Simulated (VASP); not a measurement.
Write the native input for VASP 6.6.1 that does the following.

```
Task                   : single point
Functional             : LDA
Potentials or basis    : VASP PAW LDA potentials, release 64 (Mo_sv)
Cutoff                 : 520 eV
k mesh                 : 9 × 9 × 1
Occupations            : fermi-dirac, width 0.1 eV
Spin                   : no spin polarisation
Dipole correction      : yes
Further INCAR settings : ALGO = Normal; EDIFF = 1e-07; NBANDS = 43
```

The structure of Mo lies in POSCAR:

```
Mo
1.0
    4.4006566667      0.0000000000      0.0000000000
   -2.2003283334      3.8110804667      0.0000000000
    0.0000000000      0.0000000000     19.5931000000
Mo
5
Direct
    0.8333333330      0.1666666670      0.4083064671
    0.1666666670      0.8333333330      0.4541532334
    0.5000000000      0.5000000000      0.5000000000
    0.8333333330      0.1666666670      0.5458467666
    0.1666666670      0.8333333330      0.5916935329
```

These files were run (other wordings do the same):

INCAR

```
SYSTEM = Mo
PREC = Accurate
ENCUT = 520
EDIFF = 1E-7
ISMEAR = -1
SIGMA = 0.1
LREAL = .False.
LASPH = .True.
NELM = 100
ALGO = Normal
ISIF = 2
LWAVE = .False.
LCHARG = .False.
LDIPOL = .True.
IDIPOL = 3
DIPOL = 0.5 0.5 0.500
GGA = CA
NBANDS = 43
```

KPOINTS

```
Automatic mesh
0
Gamma
  9 9 1
  0 0 0
```

Potentials or basis: VASP PAW LDA potentials, release 64 (Mo_sv).

Command:

```console
$ cat potpaw_LDA.64/Mo_sv/POTCAR > POTCAR
$ mpirun -np 1 vasp_std > vasp.out
```

Results of the run:

```json
{
 "Largest force": "2.876 eV/Å",
 "Band gap on the k mesh": "zero (band 35 reaches -0.08 eV, above the bottom of band 36 at -0.10 eV)"
}
```

It took 5.7 min on 1 thread of Intel Xeon 6975P-C (shared host), peak memory 0.4 GiB.
